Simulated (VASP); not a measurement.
The system is LiBr.

```
CELL_PARAMETERS angstrom
0.00000 2.73955 2.73955
2.73955 0.00000 2.73955
2.73955 2.73955 0.00000
ATOMIC_POSITIONS crystal
Li 0.00000 0.00000 0.00000
Br 0.50000 0.50000 0.50000
```

Base run:

```yaml
Program: VASP 6.6.1
Functional: PBE
Potentials_or_basis: VASP PAW PBE potentials, release 64 (Li_sv, Br)
Cutoff: 750 eV
k_mesh: 6 × 6 × 6
Occupations: gaussian, width 0.01 eV
Spin: no spin polarisation
```

Its results: band gap on the k mesh 4.99 eV; pressure 0.4 GPa.

**Question.** The run is repeated on the same cell with these changes: functional from PBE to r2SCAN; cutoff from 750 eV to 830 eV. What comes out?

**Answer.** Band gap on the k mesh 5.93 eV; pressure -0.4 GPa.

Caveats: the PAW data sets were made with another functional, which shifts forces and pressure a little (at least some runs).

A k mesh can miss the band edges.
